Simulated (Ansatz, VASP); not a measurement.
## Two plane-wave programs on Fe

```
Fe
1.0
    -1.46650    1.46650    1.46650
     1.46650   -1.46650    1.46650
     1.46650    1.46650   -1.46650
Fe
1
Direct
  0.00000 0.00000 0.00000
```

Alike in both runs: task single point; functional PBEsol; k mesh 14 × 14 × 14; occupations fermi-dirac, width 0.1 eV; collinear spin.

```csv
,VASP,Ansatz
version,VASP 6.6.1,Ansatz 0.2.0
potentials or method,"VASP PAW PBE potentials, release 64 (Fe), cutoff 520 eV","PAW, plane waves, scalar-relativistic"
valence electrons in the cell,8,16
```

|  | VASP | Ansatz | Ansatz less VASP |
| --- | --- | --- | --- |
| pressure (GPa) | -21.0 | -21.6 | -0.55 |
| net moment per atom (μB) | 2.45 | 2.42 | -0.024 |
| size of the moment on the site where the two differ most (μB) | 2.45 | 2.47 | +0.022 |

VASP's potentials were made for PBE, not for PBEsol. Site moments also hang on the region over which each program counts them. The functional is the same, so the differences come from potentials, cutoffs and numerics. VASP's potentials hold 8 valence electrons a cell and Ansatz's 16, so a difference there can come from the potentials and not from the codes. Ansatz's warnings: stability check not made.
